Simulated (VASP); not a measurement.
# Ir (P6_3/mmc) in VASP: single point with PBEsol

Aim: the single point of Ir with PBEsol.

Program: VASP 6.6.1. These are calculated values, not measurements. Logs are shortened: lines on timing, memory, paths and dates and some standing lists are left out, and cuts for length are marked.

**1. The cell of the first run**

The structure is hexagonal, space group P6_3/mmc (No. 194). Conventional cell: a = 2.703 Å, b = 2.703 Å, c = 4.382 Å, α = 90.00°, β = 90.00°, γ = 120.00°. Within 3.5 Å of Ir (site symmetry -6m2) lie 12 Ir at 2.69 to 2.70 Å.

This isn't the form of Ir at room conditions, which is fcc.

**2. Single point, PBEsol**

Input file INCAR:

```
SYSTEM = Ir
PREC = Accurate
ENCUT = 560
EDIFF = 1E-6
ISMEAR = -1
SIGMA = 0.15
LREAL = .FALSE.
LASPH = .TRUE.
NELM = 120
ALGO = Normal
ISIF = 2
LWAVE = .FALSE.
LCHARG = .FALSE.
GGA = PS
NBANDS = 24
GGA_COMPAT = .FALSE.
```

Input file KPOINTS:

```
regular mesh
0
G
  18 18 10
  0 0 0
```

Input file POSCAR:

```
Ir
1.0
    2.7026939374      0.0000000000      0.0000000000
   -1.3513469687      2.3406016084      0.0000000000
    0.0000000000      0.0000000000      4.3820156764
Ir
2
Direct
    0.6666666667      0.3333333333      0.7500000000
    0.3333333333      0.6666666667      0.2500000000
```

Potentials or basis: VASP PAW PBE potentials, release 64 (Ir_sv_GW).

On the command line:

```sh
cat potpaw_PBE.64/Ir_sv_GW/POTCAR > POTCAR
mpirun -np 1 vasp_std > vasp.out
```

OUTCAR:

```text
SYSTEM = Ir
   PREC = Accurate
   ENCUT = 560
   EDIFF = 1E-6
   ISMEAR = -1
   LREAL = .FALSE.
   LASPH = .TRUE.
   NELM = 120
   ISIF = 2
   GGA = PS

 ion  position               nearest neighbor table
   1  0.667  0.333  0.750-   2 2.69   2 2.69   2 2.69   2 2.69   2 2.69   2 2.69
   2  0.333  0.667  0.250-   1 2.69   1 2.69   1 2.69   1 2.69   1 2.69   1 2.69

  LATTYP: Found a hexagonal cell.
 ALAT       =     2.7026939374
 C/A-ratio  =     1.6213510586

  Lattice vectors:

 A1 = (   2.7026939374,   0.0000000000,   0.0000000000)
 A2 = (  -1.3513469687,   2.3406016084,   0.0000000000)
 A3 = (   0.0000000000,   0.0000000000,   4.3820156764)

Analysis of symmetry for initial positions (statically):
=====================================================================
 Subroutine PRICEL returns:
 Original cell was already a primitive cell.

 Routine SETGRP: Setting up the symmetry group for a
 hexagonal supercell.

 Subroutine GETGRP returns: Found 24 space group operations
 (whereof 12 operations were pure point group operations)
 out of a pool of 24 trial point group operations.

The static configuration has the point symmetry D_3d.
 The point group associated with its full space group is D_6h.

Analysis of symmetry for dynamics (positions and initial velocities):
=====================================================================
 Subroutine PRICEL returns:
 Original cell was already a primitive cell.

 Routine SETGRP: Setting up the symmetry group for a
 hexagonal supercell.

 Subroutine GETGRP returns: Found 24 space group operations
 (whereof 12 operations were pure point group operations)
 out of a pool of 24 trial point group operations.

The dynamic configuration has the point symmetry D_3d.
 The point group associated with its full space group is D_6h.

 Subroutine INISYM returns: Found 24 space group operations
 (whereof 12 operations are pure point group operations),
 and found     1 'primitive' translations

----------------------------------------------------------------------------------------

                                     Primitive cell

  volume of cell :      27.7203

  direct lattice vectors                    reciprocal lattice vectors
     2.702693937  0.000000000  0.000000000     0.370001200  0.213620292  0.000000000
    -1.351346969  2.340601608  0.000000000     0.000000000  0.427240585  0.000000000
     0.000000000  0.000000000  4.382015676     0.000000000  0.000000000  0.228205482

  length of vectors
     2.702693937  2.702693937  4.382015676     0.427240585  0.427240585  0.228205482

  position of ions in fractional coordinates (direct lattice)
     0.666666667  0.333333333  0.750000000
     0.333333333  0.666666667  0.250000000

  ion indices of the primitive-cell ions
   primitive index   ion index
                 1           1
                 2           2

----------------------------------------------------------------------------------------

 KPOINTS: regular mesh

Automatic generation of k-mesh.
 Grid dimensions read from file:
 generate k-points for:   18   18   10

 Generating k-lattice:

  Cartesian coordinates                     Fractional coordinates (reciprocal lattice)
     0.020555622  0.011867794  0.000000000     0.055555556 -0.000000000  0.000000000
     0.000000000  0.023735588  0.000000000     0.000000000  0.055555556  0.000000000
     0.000000000  0.000000000  0.022820548     0.000000000  0.000000000  0.100000000

  Length of vectors
     0.023735588  0.023735588  0.022820548

  Shift w.r.t. Gamma in fractional coordinates (k-lattice)
     0.000000000  0.000000000  0.000000000

 Subroutine IBZKPT returns following result:
 ===========================================

 Found    222 irreducible k-points:

 Following reciprocal coordinates:
            Coordinates               Weight
  0.000000  0.000000  0.000000      1.000000
  0.055556 -0.000000  0.000000      6.000000
  0.111111 -0.000000  0.000000      6.000000
  0.166667 -0.000000  0.000000      6.000000
  0.222222 -0.000000  0.000000      6.000000
  0.277778 -0.000000  0.000000      6.000000
[... 16 lines left out ...]
  0.333333  0.111111  0.000000     12.000000
  0.388889  0.111111  0.000000     12.000000
 [... further k-points ...]
   k-points           NKPTS =    222   k-points in BZ     NKDIM =    222   number of bands    NBANDS=     24
   number of dos      NEDOS =    301   number of ions     NIONS =      2
   total plane-waves  NPLWV =  20736
   dimension x,y,z NGX =    24 NGY =   24 NGZ =   36
   dimension x,y,z NGXF=    48 NGYF=   48 NGZF=   72
   ions per type =               2
   NGX,Y,Z   is equivalent  to a cutoff of  14.76, 14.76, 13.66 a.u.
   NGXF,Y,Z  is equivalent  to a cutoff of  29.53, 29.53, 27.32 a.u.
 SYSTEM =  Ir
   PREC   = accura    normal or accurate (medium, high low for compatibility)
   ISTART =      0    job   : 0-new  1-cont  2-samecut
   ICHARG =      2    charge: 1-file 2-atom 10-const
   ISPIN  =      1    spin polarized calculation?
   LNONCOLLINEAR =      F non collinear calculations
   LSORBIT =      F    spin-orbit coupling
   LASPH  =      T    aspherical Exc in radial PAW
   ENCUT  =  560.0 eV  41.16 Ry    6.42 a.u.   5.21  5.21  8.46*2*pi/ulx,y,z
   NELM   =    120;   NELMIN=  2; NELMDL= -5     # of ELM steps
   EDIFF  = 0.1E-05   stopping-criterion for ELM
   LREAL  =      F    real-space projection
   EDIFFG = 0.1E-04   stopping-criterion for IOM
   NSW    =      0    number of steps for IOM
   IBRION =     -1    ionic relax: 0-MD 1-quasi-New 2-CG
   NFREE  =      0    steps in history (QN), initial steepest desc. (CG)
   ISIF   =      2    stress and relaxation
   ISYM   =      2    0-nonsym 1-usesym 2-fastsym
   POTIM  = 0.5000    time-step for ionic-motion
   TEBEG  =    0.0;   TEEND  =   0.0 temperature during run
   PSTRESS=    0.0 pullay stress
   NELECT =      34.0000    total number of electrons
   NUPDOWN=      -1.0000    fix difference up-down
   EMIN   =  10.00;   EMAX   =-10.00  energy-range for DOS
   EFERMI =   0.00;   METHOD = LEGACY
   ISMEAR =    -1;   SIGMA  =   0.15  broadening in eV -4-tet -1-fermi 0-gaus
   EFERMI_NEDOS =   21; number of points for ismear=-14 and -15
   IALGO  =     38    algorithm
   IMIX   =      4    mixing-type and parameters
     AMIX     =   0.40;   BMIX     =  1.00
     AMIX_MAG =   1.60;   BMIX_MAG =  1.00
  volume/ion in A,a.u.               =      13.86        93.53
  Fermi-wavevector in a.u.,A,eV,Ry     =   1.752407  3.311570 41.782555  3.070931
  Thomas-Fermi vector in A             =   2.822743
   LORBIT       =      0    0 simple, 1 ext, 2 COOP (PROOUT), +10 PAW based schemes
   GGA     = PS    functional components
   LHFCALC =     F    Hartree Fock is set to
   AEXX    =    0.0000 exact exchange contribution
   IVDW    =     0    specifies the selected vdW correction
   LEPSILON=     F    determine dielectric tensor
   LRPA    =     F    only Hartree local field effects (RPA)
 non-spin polarized calculation
  energy-cutoff  :      560.00
  volume of cell :       27.72
 maximum number of plane-waves:       848
 NGX is ok and might be reduce to    24
   NGX = 11   NGY = 11   NGZ = 17

 number of electron      34.0000000 magnetization

 Free energy of the ion-electron system (eV)
  ---------------------------------------------------
  ext. energy  EPLUGINS =         0.00000000
  ---------------------------------------------------
  free energy    TOTEN  =       -20.71450910 eV

  energy without entropy =      -20.54865663  energy(sigma->0) =      -20.63158286

 E-fermi :  13.2591     XC(G=0): -14.8371

 val. band max:       13.2478607058   @ k =   0.3333   0.0556   0.4000
 cond. band min:      13.2602512771   @ k =   0.3333   0.2778   0.3000
 fundamental gap:      0.0123905713
 Fermi energy:        13.2590613025

 k-point     1 :       0.0000    0.0000    0.0000
  band No.  band energies     occupation
      1     -79.9214      2.00000
      2     -79.8473      2.00000
      3     -37.1538      2.00000
      4     -36.4070      2.00000
      5     -36.4070      2.00000
      6     -36.2900      2.00000
[... 16 lines left out ...]
     23      28.8696      0.00000
     24      30.0368      0.00000

 k-point     2 :       0.0556   -0.0000    0.0000
  band No.  band energies     occupation
      1     -79.9192      2.00000
      2     -79.8462      2.00000
      3     -37.1456      2.00000
      4     -36.4258      2.00000
      5     -36.4133      2.00000
      6     -36.3023      2.00000
[... 16 lines left out ...]
     23      29.0366      0.00000
     24      30.2527      0.00000

 k-point     3 :       0.1111   -0.0000    0.0000
  band No.  band energies     occupation
      1     -79.9139      2.00000
      2     -79.8439      2.00000
      3     -37.1214      2.00000
      4     -36.4817      2.00000
      5     -36.4311      2.00000
      6     -36.3599      2.00000
[... 16 lines left out ...]
     23      29.4791      0.00000
     24      30.8220      0.00000

 k-point     4 :       0.1667   -0.0000    0.0000
  band No.  band energies     occupation
      1     -79.9053      2.00000
      2     -79.8404      2.00000
      3     -37.0830      2.00000
      4     -36.5664      2.00000
      5     -36.4580      2.00000
      6     -36.4464      2.00000
[... 16 lines left out ...]
     23      29.8069      0.00000
     24      30.8786      0.00000

 k-point     5 :       0.2222   -0.0000    0.0000
  band No.  band energies     occupation
      1     -79.8948      2.00000
      2     -79.8356      2.00000
      3     -37.0323      2.00000
      4     -36.6700      2.00000
      5     -36.5509      2.00000
      6     -36.4896      2.00000
[... 451 lines left out ...]
 k-point    22 :       0.2778    0.1111    0.0000
  band No.  band energies     occupation
      1     -79.8678      2.00000
      2     -79.8275      2.00000
      3     -36.8921      2.00000
      4     -36.8732      2.00000
      5     -36.7773      2.00000
      6     -36.5720      2.00000
[... 16 lines left out ...]
     23      25.4620      0.00000
     24      27.8765      0.00000

 k-point    23 :       0.3333    0.1111    0.0000
  band No.  band energies     occupation
      1     -79.8578      2.00000
      2     -79.8261      2.00000
      3     -36.9513      2.00000
      4     -36.8358      2.00000
      5     -36.8321      2.00000
      6     -36.6088      2.00000
[... 16 lines left out ...]
     23      24.1619      0.00000
     24      27.3631      0.00000

 k-point    24 :       0.3889    0.1111    0.0000
  band No.  band energies     occupation
      1     -79.8506      2.00000
      2     -79.8259      2.00000
      3     -37.0020      2.00000
      4     -36.8740      2.00000
      5     -36.7838      2.00000
      6     -36.6325      2.00000
[... 16 lines left out ...]
     23      24.0110      0.00000
     24      26.6658      0.00000

 [... further k-points ...]

------------------------ aborting loop because EDIFF is reached ----------------------------------------

  FORCE on cell =-STRESS in cart. coord.  units (eV):
  Direction    XX          YY          ZZ          XY          YZ          ZX
  --------------------------------------------------------------------------------------
  -------------------------------------------------------------------------------------
  Total        1.0674047      1.0674047      1.0652519      0.0000000     -0.0000000      0.0000000
  in kB       61.6937833     61.6937833     61.5693540      0.0000000     -0.0000000      0.0000000
  external PRESSURE =      61.6523069 kB  Pullay stress =       0.0000000 kB

 VOLUME and BASIS-vectors are now :
 -----------------------------------------------------------------------------
  energy-cutoff  :      560.00
  volume of cell :       27.72
      direct lattice vectors                 reciprocal lattice vectors
     2.702693937  0.000000000  0.000000000     0.370001200  0.213620292  0.000000000
    -1.351346969  2.340601608  0.000000000     0.000000000  0.427240585  0.000000000
     0.000000000  0.000000000  4.382015676     0.000000000  0.000000000  0.228205482

 POSITION                                       TOTAL-FORCE (eV/Angst)
 -----------------------------------------------------------------------------------
      1.35135      0.78020      3.28651        -0.000000     -0.000000      0.000000
     -0.00000      1.56040      1.09550         0.000000      0.000000      0.000000
 -----------------------------------------------------------------------------------
    total drift:                               -0.000001      0.000000     -0.000000

  FREE ENERGIE OF THE ION-ELECTRON SYSTEM (eV)
  ---------------------------------------------------
  free  energy   TOTEN  =       -20.7145090967 eV

  energy  without entropy=      -20.5486566269  energy(sigma->0) =      -20.63158286
```

It took 4.1 min on 1 thread of AMD EPYC, shared host; peak memory 0.23 GiB.

Results:

| Item | Value |
| --- | --- |
| Free energy | -20.7145 eV |
| Pressure | 6.2 GPa |
| Band gap on the k mesh | zero (bands 17 and 18 overlap by 3.49 eV) |

Levels at points of the mesh, in eV from the Fermi level:
| k point | band 13 | band 14 | band 15 | band 16 | band 17 | band 18 | band 19 | band 20 | band 21 | band 22 |
| --- | --- | --- | --- | --- | --- | --- | --- | --- | --- | --- |
| (0.00, 0.00, 0.00) | -3.99 | -3.30 | -3.30 | -2.46 | -2.46 | -0.91 | 0.30 | 0.30 | 7.26 | 13.59 |
| (0.50, 0.00, 0.00) | -3.70 | -3.59 | -3.09 | 0.77 | 1.05 | 1.20 | 3.06 | 4.53 | 8.27 | 10.42 |
| (0.00, 0.00, 0.50) | -4.11 | -4.11 | -4.11 | -4.11 | -0.47 | -0.47 | -0.47 | -0.47 | 13.11 | 13.11 |
| (0.50, 0.00, 0.50) | -2.22 | -2.22 | -1.05 | -1.05 | 1.03 | 1.03 | 2.07 | 2.07 | 7.84 | 7.84 |

Caveat: the cell stands under pressure; the PAW data sets were made with another functional, which shifts forces and pressure a little; spin-orbit coupling is left out, which moves the levels of the heavy elements.
